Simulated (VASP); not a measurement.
Set up this calculation in VASP 6.6.1, as the native input.

```
Task                   : single point
Functional             : PBEsol
Potentials or basis    : VASP PAW PBE potentials, release 64 (K_sv, Mg, F)
Cutoff                 : 520 eV
k mesh                 : 6 × 6 × 6
Occupations            : gaussian, width 0.02 eV
Spin                   : no spin polarisation
Dipole correction      : no
Further INCAR settings : ALGO = Normal; EDIFF = 1e-06; NBANDS = 24
```

The structure of KMgF3 lies in POSCAR:

```
KMgF3
1.0
    4.1197084192      0.0000000000      0.0000000000
    0.0000000000      4.1197084192      0.0000000000
    0.0000000000      0.0000000000      4.1197084192
K Mg F
1 1 3
Direct
    0.5000000000      0.5000000000      0.5000000000
    0.0000000000      0.0000000000      0.0000000000
    0.5000000000      0.0000000000      0.0000000000
    0.0000000000      0.5000000000      0.0000000000
    0.0000000000      0.0000000000      0.5000000000
```

This cell differs from its parent crystal: volume scaled by 1.10.

These files were run (other wordings do the same):

INCAR

```
SYSTEM = KMgF3
ALGO = Normal
EDIFF = 1E-6
ENCUT = 520
GGA = PS
ISIF = 2
ISMEAR = 0
LASPH = .True.
LCHARG = .False.
LREAL = .False.
LWAVE = .False.
NBANDS = 24
NELM = 60
PREC = Accurate
SIGMA = 0.02
```

KPOINTS

```
k-points
0
Gamma
  6 6 6
  0 0 0
```

Potentials or basis: VASP PAW PBE potentials, release 64 (K_sv, Mg, F).

Command:

```bash
$ cat potpaw_PBE.64/K_sv/POTCAR potpaw_PBE.64/Mg/POTCAR potpaw_PBE.64/F/POTCAR > POTCAR
$ mpirun -np 1 vasp_std > vasp.out
```

Results of the run:

The pressure is -6.0 GPa and the band gap on the k mesh is 6.44 eV, indirect (least direct gap 6.76 eV).

Caveat: the PAW data sets were made with another functional, which shifts forces and pressure a little.

It took 30 s on 1 thread of Intel(R) Xeon(R) Platinum 8259CL CPU @ 2.50GHz (Skylake/Cascade Lake), on a shared host, peak memory 0.19 GiB.
